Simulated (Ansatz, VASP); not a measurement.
**Two plane-wave programs on SiC**

The input INCAR:

```
SYSTEM = SiC
PREC = Accurate ; ENCUT = 520
EDIFF = 1E-7 ; ISMEAR = 0
SIGMA = 0.05 ; LREAL = .False.
LASPH = .True. ; NELM = 100
ALGO = Normal ; ISIF = 2
LWAVE = .False. ; LCHARG = .True.
LELF = .True. ; LVHAR = .True.
NBANDS = 26
```

Contents of KPOINTS:

```
Automatic mesh
0
Gamma
  10 10 3
  0 0 0
```

File POSCAR:

```
SiC
1.0
   -3.0759982064      0.0000000000      0.0000000000
   -1.5379991032     -2.6638925888      0.0000000000
    0.0000000000      0.0000000000     10.8460000000
Si C
4 4
Direct
    0.3333333333      0.3333333333      0.6085432417
    0.3333333333      0.3333333333      0.1431182003
    0.6666666667      0.6666666667      0.8412557625
    0.6666666667      0.6666666667      0.3758307210
    0.3333333333      0.3333333333      0.7877318827
    0.3333333333      0.3333333333      0.3223068412
    0.6666666667      0.6666666667      0.0895943205
    0.6666666667      0.6666666667      0.5550193620
```

Input for Ansatz:

```yaml
crystal:
  lattice:
    - [-3.0759982064, 0.0, 0.0]
    - [-1.5379991032, -2.6638925888, 0.0]
    - [0.0, 0.0, 10.846]
  atoms:
    - { symbol: Si, position: [0.3333333333, 0.3333333333, 0.6085432417] }
    - { symbol: Si, position: [0.3333333333, 0.3333333333, 0.1431182003] }
    - { symbol: Si, position: [0.6666666667, 0.6666666667, 0.8412557625] }
    - { symbol: Si, position: [0.6666666667, 0.6666666667, 0.375830721] }
    - { symbol: C, position: [0.3333333333, 0.3333333333, 0.7877318827] }
    - { symbol: C, position: [0.3333333333, 0.3333333333, 0.3223068412] }
    - { symbol: C, position: [0.6666666667, 0.6666666667, 0.0895943205] }
    - { symbol: C, position: [0.6666666667, 0.6666666667, 0.555019362] }
basis:
  ecutwfc: 420
kpoints:
  mp_grid: { grid: [10, 10, 3] }
hamiltonian:
  xc: lda
scf:
  occupations: { method: gaussian, width: 0.05 }
output:
  forces: true
  stress: true
  eigenvalues: true
```

Alike in both runs: task single point; functional LDA; k mesh 10 × 10 × 3; occupations gaussian, width 0.05 eV; no spin polarisation.

|  | VASP | Ansatz |
| --- | --- | --- |
| version | VASP 6.6.1 | Ansatz 0.2.0 |
| potentials or method | VASP PAW LDA potentials, release 64 (Si, C), cutoff 520 eV | scalar-relativistic, plane waves, PAW |
| valence electrons in the cell | 32 | 32 |

|  | VASP | Ansatz | Ansatz less VASP |
| --- | --- | --- | --- |
| gap on the k mesh at the Fermi level (eV) | 1.54 | 1.54 | +0.001 |
| least direct gap on the mesh (eV) | 2.72 | 2.72 | -0.003 |
| pressure (GPa) | -7.5 | -7.8 | -0.34 |
| traceless stress, the component that is largest in VASP (GPa) | -10.24 | -10.09 | +0.151 |
| rms of the force components (eV/Å) | 0.545 | 0.542 | -0.0032 |

LDA's correlation is that of Perdew and Zunger in VASP and of Perdew and Wang (1992) in Ansatz. Atom by atom the forces differ by 0.006 eV/Å (rms over components).
